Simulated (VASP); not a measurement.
## InAs: single point with PBEsol

InAs:

```xyz
2
Lattice="0.0000 2.5439 3.0517 3.0517 0.0000 3.0517 3.0517 2.5439 0.0000" Properties=species:S:1:pos:R:3 pbc="T T T"
In    0.0000    0.0000    0.0000
As    4.5776    3.8158    4.5776
```

* Program: VASP 6.6.1
* Task: single point
* Functional: PBEsol
* Potentials or basis: VASP PAW PBE potentials, release 64 (In_d, As)
* Cutoff: 520 eV
* k mesh: 14 × 14 × 14
* Occupations: gaussian, width 0.15 eV
* Spin: no spin polarisation
* Dipole correction: no
* Further INCAR settings: ALGO = Normal; EDIFF = 1e-06; NBANDS = 16

```yaml
Pressure: 13.3 GPa
Band_gap_on_the_k_mesh: 0.05 eV (least direct gap 0.06 eV)
```

Stress tensor (GPa, compression positive):
```
12.67  0.00  0.00
 0.00 14.52  0.00
 0.00  0.00 12.67
```

Levels at points of the mesh, in eV from the valence-band top:
| k point | band 5 | band 6 | band 7 | band 8 | band 9 | band 10 | band 11 | band 12 | band 13 | band 14 |
| --- | --- | --- | --- | --- | --- | --- | --- | --- | --- | --- |
| (0.00, 0.00, 0.00) | -14.95 | -13.31 | -0.67 | -0.67 | 0.00 | 0.06 | 3.53 | 3.82 | 3.82 | 7.55 |
| (0.50, 0.00, 0.00) | -14.90 | -11.30 | -7.02 | -2.21 | -1.06 | 0.40 | 3.63 | 5.51 | 6.87 | 8.73 |
| (0.50, 0.50, 0.00) | -14.92 | -10.86 | -7.34 | -2.84 | -2.69 | 1.20 | 2.25 | 8.29 | 8.76 | 9.22 |
| (0.50, 0.00, 0.50) | -14.88 | -10.13 | -6.09 | -3.99 | -3.99 | 0.23 | 0.41 | 9.82 | 9.82 | 10.65 |

Run time: 3.9 min on 1 thread of Intel Xeon 8259CL, on a shared host, peak memory 0.32 GiB.

Caveat: the cell stands under pressure; the smearing spreads over this small gap; semilocal functionals underestimate gaps, and a narrow one can read as zero; the PAW data sets were made with another functional, which shifts forces and pressure a little; spin-orbit coupling is left out, which moves the levels of the heavy elements. A k mesh can miss the band edges.
